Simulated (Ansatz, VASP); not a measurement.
# C: VASP beside Ansatz

File INCAR:

```
  PREC = Accurate
  ENCUT = 520
  EDIFF = 1E-6
  ISMEAR = 1
  SIGMA = 0.03
  LREAL = False
  LASPH = True
  NELM = 60
  ALGO = Normal
  ISIF = 2
  LWAVE = False
  LCHARG = True
  GGA = CA
  LELF = True
  LVHAR = True
  NBANDS = 16
```

File KPOINTS:

```
regular mesh
0
Gamma
  15 15 5
```

Contents of POSCAR:

```
C
1.0
    2.4449954633      0.0000000000      0.0000000000
   -1.2224977317      2.1174281834      0.0000000000
    0.0000000000      0.0000000000      6.6104633561
C
4
Direct
    1.0000000000      1.0000000000      0.2500000000
    0.0000000000      0.0000000000      0.7500000000
    0.3333333333      0.6666666667      0.2500000000
    0.6666666667      0.3333333333      0.7500000000
```

Input for Ansatz:

```yaml
crystal:
  lattice:
    - [2.4449954633, 0.0, 0.0]
    - [-1.2224977317, 2.1174281834, 0.0]
    - [0.0, 0.0, 6.6104633561]
  atoms:
    - { symbol: C, position: [1.0, 1.0, 0.25] }
    - { symbol: C, position: [0.0, 0.0, 0.75] }
    - { symbol: C, position: [0.3333333333, 0.6666666667, 0.25] }
    - { symbol: C, position: [0.6666666667, 0.3333333333, 0.75] }
hamiltonian:
  xc: lda
  pseudopotentials:
    kind: paw
    azcp:
      C: "pseudopotentials/C.paw.azcp"
basis:
  ecutwfc: 420
  fft_grid_basis: typed
kpoints:
  mp_grid: { grid: [15, 15, 5], shift: [0, 0, 0] }
magnetization:
  spin_polarized: false
scf:
  occupations: { method: cold, width: 0.03 }
  lower_state_search: "off"
output:
  stress: true
```

Alike in both runs: task single point; functional LDA; k mesh 15 × 15 × 5; no spin polarisation.

```csv
,VASP,Ansatz
version,VASP 6.6.1,Ansatz 0.2.0
potentials or method,"VASP PAW LDA potentials, release 64 (C), cutoff 520 eV","plane waves (420 eV) with PAW, scalar-relativistic"
occupations,"methfessel-paxton of order 1, width 0.03 eV","cold, width 0.03 eV"
valence electrons in the cell,16,16
```

|  | VASP | Ansatz | Ansatz less VASP |
| --- | --- | --- | --- |
| pressure (GPa) | 0.8 | 0.0 | -0.82 |
| traceless stress, the component that is largest in VASP (GPa) | -0.84 | 0.10 | +0.941 |

Ansatz warns that its potentials were made for another functional, while VASP's fit it. LDA's correlation is that of Perdew and Zunger in VASP and of Perdew and Wang (1992) in Ansatz.
